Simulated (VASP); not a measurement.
# SnSe2 (C2/m) in VASP: single point with r2SCAN

Aim: the single point of SnSe2 with r2SCAN.

All numbers are computed with VASP 6.6.1; they aren't measurements. Logs are shortened: lines on timing, memory, paths and dates and some standing lists are left out, and cuts for length are marked.

## 1. The cell of the first run

It takes space group C2/m (No. 12, monoclinic). The conventional cell has a = 6.652 Å, b = 3.725 Å, c = 6.523 Å, α = 90.00°, β = 90.00°, γ = 90.00°. Sn (site symmetry 2/m) has 6 Se at 2.68 to 2.72 Å within 3.5 Å. Se (site symmetry m) has 3 Sn at 2.68 to 2.72 Å within 3.5 Å.

## 2. Single point, r2SCAN (strain -0.0300 x Voigt [1, 0, 0, 0, 0, 0])

Contents of POSCAR:

```
SnSe2
1.0
    3.7253506185      0.0000000000      0.0000000000
   -1.8626753093      3.3260291481      0.0000000000
    0.0000000000      0.0000000000      6.5233023644
Sn Se
1 2
Direct
    0.0000000000      0.0000000000      0.0000000000
    0.3333333333      0.6666666667      0.2412719747
    0.6666666667      0.3333333333      0.7587280253
```

Contents of INCAR.step1:

```
  PREC = Accurate
  ENCUT = 520
  ISMEAR = 0
  SIGMA = 0.05
  LREAL = F
  LASPH = T
  NELM = 60
  NBANDS = 20
  GGA = PE
  ALGO = Normal
  EDIFF = 1E-4
  LWAVE = T
  LCHARG = F
```

Contents of INCAR.step2:

```
  PREC = Accurate
  ENCUT = 520
  EDIFF = 1E-7
  ISMEAR = 0
  SIGMA = 0.05
  LREAL = F
  LASPH = T
  NELM = 60
  ALGO = Normal
  ISIF = 2
  LWAVE = F
  LCHARG = F
  METAGGA = R2SCAN
  LMIXTAU = T
  NBANDS = 20
  ISTART = 1
```

Contents of KPOINTS:

```
regular mesh
0
Gamma
  12 12 4
```

Potentials or basis: VASP PAW PBE potentials, release 64 (Sn_d, Se).

Started as:

```bash
> cat potpaw_PBE.64/Sn_d/POTCAR potpaw_PBE.64/Se/POTCAR > POTCAR
> cp INCAR.step1 INCAR
> mpirun -np 1 vasp_std > vasp.out
> cp INCAR.step2 INCAR
> mpirun -np 1 vasp_std > vasp.out
```

OUTCAR:

```text
PREC = Accurate
   ENCUT = 520
   EDIFF = 1E-7
   ISMEAR = 0
   LREAL = F
   LASPH = T
   NELM = 60
   ISIF = 2
   METAGGA = R2SCAN
   ISTART = 1

 ion  position               nearest neighbor table
   1  0.000  0.000  0.000-   2 2.68   3 2.68   3 2.68   2 2.68   3 2.72   2 2.72
   2  0.333  0.667  0.241-   1 2.68   1 2.68   1 2.72
   3  0.667  0.333  0.759-   1 2.68   1 2.68   1 2.72

  LATTYP: Found a base centered orthorhombic cell.
 ALAT       =     3.7253506185
 B/A-ratio  =     1.7856193893
 C/A-ratio  =     1.7510572916

  Lattice vectors:

 A1 = (   1.8626753093,  -3.3260291481,   0.0000000000)
 A2 = (   1.8626753092,   3.3260291481,   0.0000000000)
 A3 = (   0.0000000000,   0.0000000000,   6.5233023644)

Analysis of symmetry for initial positions (statically):
=====================================================================
 Subroutine PRICEL returns:
 Original cell was already a primitive cell.

 Routine SETGRP: Setting up the symmetry group for a
 base centered orthorhombic supercell.

 Subroutine GETGRP returns: Found  4 space group operations
 (whereof  4 operations were pure point group operations)
 out of a pool of  8 trial point group operations.

The static configuration has the point symmetry C_2h.

Analysis of symmetry for dynamics (positions and initial velocities):
=====================================================================
 Subroutine PRICEL returns:
 Original cell was already a primitive cell.

 Routine SETGRP: Setting up the symmetry group for a
 base centered orthorhombic supercell.

 Subroutine GETGRP returns: Found  4 space group operations
 (whereof  4 operations were pure point group operations)
 out of a pool of  8 trial point group operations.

The dynamic configuration has the point symmetry C_2h.

 Subroutine INISYM returns: Found  4 space group operations
 (whereof  4 operations are pure point group operations),
 and found     1 'primitive' translations

----------------------------------------------------------------------------------------

                                     Primitive cell

  volume of cell :      80.8278

  direct lattice vectors                    reciprocal lattice vectors
     3.725350618  0.000000000  0.000000000     0.268431110  0.150329410  0.000000000
    -1.862675309  3.326029148  0.000000000     0.000000000  0.300658820  0.000000000
     0.000000000  0.000000000  6.523302364     0.000000000  0.000000000  0.153296589

  length of vectors
     3.725350618  3.812089873  6.523302364     0.307659214  0.300658820  0.153296589

  position of ions in fractional coordinates (direct lattice)
     0.000000000  0.000000000  0.000000000
     0.333333333  0.666666667  0.241271975
     0.666666667  0.333333333  0.758728025

  ion indices of the primitive-cell ions
   primitive index   ion index
                 1           1
                 2           2
                 3           3

----------------------------------------------------------------------------------------

 KPOINTS: regular mesh

Automatic generation of k-mesh.
 Grid dimensions read from file:
 generate k-points for:   12   12    4

 Generating k-lattice:

  Cartesian coordinates                     Fractional coordinates (reciprocal lattice)
     0.022369259  0.012527451  0.000000000     0.083333333  0.000000000  0.000000000
     0.000000000  0.025054902  0.000000000     0.000000000  0.083333333  0.000000000
     0.000000000  0.000000000  0.038324147     0.000000000  0.000000000  0.250000000

  Length of vectors
     0.025638268  0.025054902  0.038324147

  Shift w.r.t. Gamma in fractional coordinates (k-lattice)
     0.000000000  0.000000000  0.000000000

 Subroutine IBZKPT returns following result:
 ===========================================

 Found    164 irreducible k-points:

 Following reciprocal coordinates:
            Coordinates               Weight
  0.000000  0.000000  0.000000      1.000000
  0.083333 -0.000000  0.000000      4.000000
  0.166667  0.000000  0.000000      4.000000
  0.250000 -0.000000  0.000000      4.000000
  0.333333  0.000000  0.000000      4.000000
  0.416667 -0.000000  0.000000      4.000000
[... 16 lines left out ...]
  0.333333  0.166667  0.000000      4.000000
  0.416667  0.166667  0.000000      4.000000
 [... further k-points ...]
   k-points           NKPTS =    164   k-points in BZ     NKDIM =    164   number of bands    NBANDS=     20
   number of dos      NEDOS =    301   number of ions     NIONS =      3
   total plane-waves  NPLWV =  39200
   dimension x,y,z NGX =    28 NGY =   28 NGZ =   50
   dimension x,y,z NGXF=    56 NGYF=   56 NGZF=  100
   ions per type =               1   2
   NGX,Y,Z   is equivalent  to a cutoff of  12.50, 12.21, 12.74 a.u.
   NGXF,Y,Z  is equivalent  to a cutoff of  24.99, 24.42, 25.48 a.u.
 SYSTEM =  unknown system
   PREC   = accura    normal or accurate (medium, high low for compatibility)
   ISTART =      1    job   : 0-new  1-cont  2-samecut
   ICHARG =      0    charge: 1-file 2-atom 10-const
   ISPIN  =      1    spin polarized calculation?
   LNONCOLLINEAR =      F non collinear calculations
   LSORBIT =      F    spin-orbit coupling
   LASPH  =      T    aspherical Exc in radial PAW
   ENCUT  =  520.0 eV  38.22 Ry    6.18 a.u.   6.93  7.09 12.13*2*pi/ulx,y,z
   NELM   =     60;   NELMIN=  2; NELMDL=  0     # of ELM steps
   EDIFF  = 0.1E-06   stopping-criterion for ELM
   LREAL  =      F    real-space projection
   EDIFFG = 0.1E-05   stopping-criterion for IOM
   NSW    =      0    number of steps for IOM
   IBRION =     -1    ionic relax: 0-MD 1-quasi-New 2-CG
   NFREE  =      0    steps in history (QN), initial steepest desc. (CG)
   ISIF   =      2    stress and relaxation
   ISYM   =      2    0-nonsym 1-usesym 2-fastsym
   POTIM  = 0.5000    time-step for ionic-motion
   TEBEG  =    0.0;   TEEND  =   0.0 temperature during run
   PSTRESS=    0.0 pullay stress
   NELECT =      26.0000    total number of electrons
   NUPDOWN=      -1.0000    fix difference up-down
   EMIN   =  10.00;   EMAX   =-10.00  energy-range for DOS
   EFERMI =   0.00;   METHOD = LEGACY
   ISMEAR =     0;   SIGMA  =   0.05  broadening in eV -4-tet -1-fermi 0-gaus
   EFERMI_NEDOS =   21; number of points for ismear=-14 and -15
   IALGO  =     38    algorithm
   IMIX   =      4    mixing-type and parameters
     AMIX     =   0.40;   BMIX     =  1.00
     AMIX_MAG =   1.60;   BMIX_MAG =  1.00
  volume/ion in A,a.u.               =      26.94       181.82
  Fermi-wavevector in a.u.,A,eV,Ry     =   1.121706  2.119717 17.119182  1.258224
  Thomas-Fermi vector in A             =   2.258361
   LORBIT       =      0    0 simple, 1 ext, 2 COOP (PROOUT), +10 PAW based schemes
   METAGGA = R2SCAN    functional components
   LHFCALC =     F    Hartree Fock is set to
   AEXX    =    0.0000 exact exchange contribution
   IVDW    =     0    specifies the selected vdW correction
   LEPSILON=     F    determine dielectric tensor
   LRPA    =     F    only Hartree local field effects (RPA)
 non-spin polarized calculation
 Gauss-broadening in eV      SIGMA  =   0.05
  energy-cutoff  :      520.00
  volume of cell :       80.83
 maximum number of plane-waves:      2194
   NGX = 13   NGY = 15   NGZ = 25

 number of electron      25.9999995 magnetization

 Free energy of the ion-electron system (eV)
  ---------------------------------------------------
  ext. energy  EPLUGINS =         0.00000000
  ---------------------------------------------------
  free energy    TOTEN  =       -54.60791403 eV

  energy without entropy =      -54.60791403  energy(sigma->0) =      -54.60791403

 E-fermi :   3.6942     XC(G=0):  -9.7268

 val. band max:        3.4529826151   @ k =   0.0000  -0.1667   0.2500
 cond. band min:       4.3328703766   @ k =   0.5000  -0.0000   0.5000
 fundamental gap:      0.8798877615
 Fermi energy:         3.6942313234

 k-point     1 :       0.0000    0.0000    0.0000
  band No.  band energies     occupation
      1     -18.5061      2.00000
      2     -18.4935      2.00000
      3     -18.4353      2.00000
      4     -18.4320      2.00000
      5     -18.4239      2.00000
      6     -10.9845      2.00000
[... 12 lines left out ...]
     19      12.7547      0.00000
     20      13.1952      0.00000

 k-point     2 :       0.0833   -0.0000    0.0000
  band No.  band energies     occupation
      1     -18.5051      2.00000
      2     -18.4956      2.00000
      3     -18.4341      2.00000
      4     -18.4326      2.00000
      5     -18.4236      2.00000
      6     -10.9099      2.00000
[... 12 lines left out ...]
     19      12.3003      0.00000
     20      12.9927      0.00000

 k-point     3 :       0.1667    0.0000    0.0000
  band No.  band energies     occupation
      1     -18.5127      2.00000
      2     -18.4924      2.00000
      3     -18.4386      2.00000
      4     -18.4268      2.00000
      5     -18.4214      2.00000
      6     -10.6910      2.00000
[... 12 lines left out ...]
     19      12.3605      0.00000
     20      13.0886      0.00000

 k-point     4 :       0.2500   -0.0000    0.0000
  band No.  band energies     occupation
      1     -18.5296      2.00000
      2     -18.4847      2.00000
      3     -18.4446      2.00000
      4     -18.4196      2.00000
      5     -18.4143      2.00000
      6     -10.3447      2.00000
[... 12 lines left out ...]
     19      12.4697      0.00000
     20      13.0799      0.00000

 k-point     5 :       0.3333    0.0000    0.0000
  band No.  band energies     occupation
      1     -18.5476      2.00000
      2     -18.4792      2.00000
      3     -18.4503      2.00000
      4     -18.4122      2.00000
      5     -18.4044      2.00000
      6      -9.9107      2.00000
[... 12 lines left out ...]
     19      12.9195      0.00000
     20      13.4801      0.00000

 k-point     6 :       0.4167   -0.0000    0.0000
  band No.  band energies     occupation
      1     -18.5611      2.00000
      2     -18.4767      2.00000
      3     -18.4542      2.00000
      4     -18.4058      2.00000
      5     -18.3965      2.00000
      6      -9.4758      2.00000
[... 12 lines left out ...]
     19      13.2803      0.00000
     20      14.1974      0.00000

 k-point     7 :       0.5000   -0.0000    0.0000
  band No.  band energies     occupation
      1     -18.5660      2.00000
      2     -18.4761      2.00000
      3     -18.4556      2.00000
      4     -18.4032      2.00000
      5     -18.3935      2.00000
      6      -9.2497      2.00000
[... 12 lines left out ...]
     19      13.6695      0.00000
     20      14.1208      0.00000
[... 277 lines left out ...]
 k-point    20 :       0.0833    0.1667    0.0000
  band No.  band energies     occupation
      1     -18.5265      2.00000
      2     -18.4843      2.00000
      3     -18.4342      2.00000
      4     -18.4290      2.00000
      5     -18.4189      2.00000
      6     -10.5013      2.00000
[... 12 lines left out ...]
     19      11.9146      0.00000
     20      13.2053      0.00000

 k-point    21 :       0.1667    0.1667    0.0000
  band No.  band energies     occupation
      1     -18.5328      2.00000
      2     -18.4871      2.00000
      3     -18.4381      2.00000
      4     -18.4260      2.00000
      5     -18.4101      2.00000
      6     -10.1738      2.00000
[... 12 lines left out ...]
     19      11.2177      0.00000
     20      13.5658      0.00000

 k-point    22 :       0.2500    0.1667    0.0000
  band No.  band energies     occupation
      1     -18.5405      2.00000
      2     -18.4899      2.00000
      3     -18.4422      2.00000
      4     -18.4191      2.00000
      5     -18.4031      2.00000
      6      -9.7616      2.00000
[... 12 lines left out ...]
     19      11.8378      0.00000
     20      13.5277      0.00000

 k-point    23 :       0.3333    0.1667    0.0000
  band No.  band energies     occupation
      1     -18.5482      2.00000
      2     -18.4912      2.00000
      3     -18.4457      2.00000
      4     -18.4110      2.00000
      5     -18.3994      2.00000
      6      -9.3443      2.00000
[... 12 lines left out ...]
     19      12.9213      0.00000
     20      13.6915      0.00000

 k-point    24 :       0.4167    0.1667    0.0000
  band No.  band energies     occupation
      1     -18.5525      2.00000
      2     -18.4906      2.00000
      3     -18.4478      2.00000
      4     -18.4085      2.00000
      5     -18.3961      2.00000
      6      -9.1104      2.00000
[... 12 lines left out ...]
     19      13.2736      0.00000
     20      13.9834      0.00000

 [... further k-points ...]

------------------------ aborting loop because EDIFF is reached ----------------------------------------

  FORCE on cell =-STRESS in cart. coord.  units (eV):
  Direction    XX          YY          ZZ          XY          YZ          ZX
  --------------------------------------------------------------------------------------
  -------------------------------------------------------------------------------------
  Total        2.0462089      0.6666341      0.7037711     -0.0000000     -0.0883150      0.0000000
  in kB       40.5601765     13.2140932     13.9502280     -0.0000000     -1.7505888      0.0000000
  external PRESSURE =      22.5748326 kB  Pullay stress =       0.0000000 kB

 VOLUME and BASIS-vectors are now :
 -----------------------------------------------------------------------------
  energy-cutoff  :      520.00
  volume of cell :       80.83
      direct lattice vectors                 reciprocal lattice vectors
     3.725350618  0.000000000  0.000000000     0.268431110  0.150329410  0.000000000
    -1.862675309  3.326029148  0.000000000     0.000000000  0.300658820  0.000000000
     0.000000000  0.000000000  6.523302364     0.000000000  0.000000000  0.153296589

 POSITION                                       TOTAL-FORCE (eV/Angst)
 -----------------------------------------------------------------------------------
      0.00000      0.00000      0.00000         0.000000      0.000000      0.000000
     -0.00000      2.21735      1.57389         0.000000     -0.027377      0.205795
      1.86268      1.10868      4.94941        -0.000000      0.027377     -0.205795
 -----------------------------------------------------------------------------------
    total drift:                               -0.000000      0.000000     -0.000000

  FREE ENERGIE OF THE ION-ELECTRON SYSTEM (eV)
  ---------------------------------------------------
  free  energy   TOTEN  =       -54.6079140336 eV

  energy  without entropy=      -54.6079140336  energy(sigma->0) =      -54.60791403
```

It took 12 min on 1 thread of Intel Xeon 8259CL, shared host; peak memory 0.39 GiB.

What came out:

```yaml
Free_energy: -54.6079 eV
Pressure: 2.3 GPa
Largest_force: 0.208 eV/Å
Band_gap_on_the_k_mesh: 0.88 eV (least direct gap 1.50 eV)
```

Forces on the atoms (eV/Å):
```
Sn   0.000  0.000  0.000
Se   0.000 -0.027  0.206
Se   0.000  0.027 -0.206
```

Caveat: the cell differs from its parent crystal (strain -0.0300 x Voigt [1, 0, 0, 0, 0, 0]); the PAW data sets were made with another functional, which shifts forces and pressure a little; spin-orbit coupling is left out, which moves the levels of the heavy elements.
